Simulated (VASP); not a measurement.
Here is a VASP 6.6.1 calculation.

Contents of INCAR:

```
SYSTEM = Al3B2P
PREC = Accurate
ENCUT = 520
EDIFF = 1E-6
ISMEAR = 0
SIGMA = 0.1
LREAL = .FALSE.
LASPH = .TRUE.
NELM = 100
ALGO = Normal
ISIF = 2
LWAVE = .FALSE.
LCHARG = .FALSE.
GGA = PE
NBANDS = 19
```

File KPOINTS:

```
Automatic mesh
0
G
  4 4 6
  0 0 0
```

Contents of POSCAR:

```
Al3B2P
1.0
    2.7017094700     -4.6846612500      0.0000000000
    2.7017094700      4.6846612500      0.0000000000
   -0.0648729900      0.0000000000      3.0971212000
Al B P
3 2 1
Direct
    0.0000000000      0.5000000000      0.5000000000
    0.5000000000      0.0000000000      0.5000000000
    0.5000000000      0.5000000000      0.5000000000
    0.6670000000      0.3330000000      0.0000000000
    0.3330000000      0.6670000000      0.0000000000
    0.0000000000      0.0000000000      0.0000000000
```

Potentials or basis: VASP PAW PBE potentials, release 64 (Al, B, P).

The run is started by

```bash
$ cat potpaw_PBE.64/Al/POTCAR potpaw_PBE.64/B/POTCAR potpaw_PBE.64/P/POTCAR > POTCAR
$ mpirun -np 1 vasp_std > vasp.out
```

Q: Predict the band gap on the k mesh.

A: Zero (band 10 reaches 9.58 eV, above the bottom of band 11 at 7.01 eV).

Q: Estimate the largest force.

A: 0.025 eV/Å.

Q: Predict the pressure.

A: 4.2 GPa.

Forces on the atoms (eV/Å):
```
Al   0.000  0.000  0.000
Al   0.000  0.000  0.000
Al   0.000  0.000  0.000
B    0.000  0.025  0.000
B    0.000 -0.025  0.000
P    0.000  0.000  0.000
```
